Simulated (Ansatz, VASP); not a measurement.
**Au: VASP beside Ansatz**

File INCAR:

```
SYSTEM = Au
  PREC = Accurate
  ENCUT = 520
  EDIFF = 1E-8
  ISMEAR = -1
  SIGMA = 0.03
  LREAL = .False.
  LASPH = .True.
  NELM = 80
  ALGO = Normal
  ISIF = 2
  LWAVE = .False.
  LCHARG = .False.
  LEFG = .True.
  NBANDS = 18
```

File KPOINTS:

```
regular mesh
0
Gamma
  14 14 8
  0 0 0
```

File POSCAR:

```
Au
1.0
    2.9096330274      0.0000000000      0.0000000000
   -1.4548165137      2.5198161175      0.0000000000
    0.0000000000      0.0000000000      4.8962127437
Au
2
Direct
    0.3333333333      0.6666666667      0.7500000000
    0.6666666667      0.3333333333      0.2500000000
```

Input for Ansatz:

```yaml
crystal:
  lattice:
    - [2.9096330274, 0.0, 0.0]
    - [-1.4548165137, 2.5198161175, 0.0]
    - [0.0, 0.0, 4.8962127437]
  atoms:
    - { symbol: Au, position: [0.3333333333, 0.6666666667, 0.75] }
    - { symbol: Au, position: [0.6666666667, 0.3333333333, 0.25] }
kpoints:
  mp_grid: { grid: [14, 14, 8] }
scf:
  occupations: { method: fermi_dirac, width: 0.03 }
hamiltonian:
  xc: lda
  pseudopotentials: { kind: all_electron, datasets: crystal }
output:
  forces: true
  stress: true
  eigenvalues: true
  efg: { contact_densities: true }
```

Change from the starting cell: volume scaled by 1.01, crystal datasets.

Alike in both runs: task electric field gradients; functional LDA; k mesh 14 × 14 × 8; occupations fermi-dirac, width 0.03 eV; no spin polarisation.

```csv
,VASP,Ansatz
version,VASP 6.6.1,Ansatz 0.2.0
potentials or method,"VASP PAW LDA potentials, release 64 (Au), cutoff 520 eV","all-electron PAW with datasets made for the crystal, scalar-relativistic"
```

```csv
,VASP,Ansatz,Ansatz less VASP
pressure (GPa),-11.5,-11.9,-0.38
"traceless stress, the component that is largest in VASP (GPa)",0.05,0.17,+0.123
size of Vzz on the site where it differs most (V/Å²),21.7,9.1,-12.58
```

LDA's correlation is that of Perdew and Zunger in VASP and of Perdew and Wang (1992) in Ansatz. Ansatz ran all-electron here, and VASP with PAW potentials.

Spin-orbit coupling is off throughout.
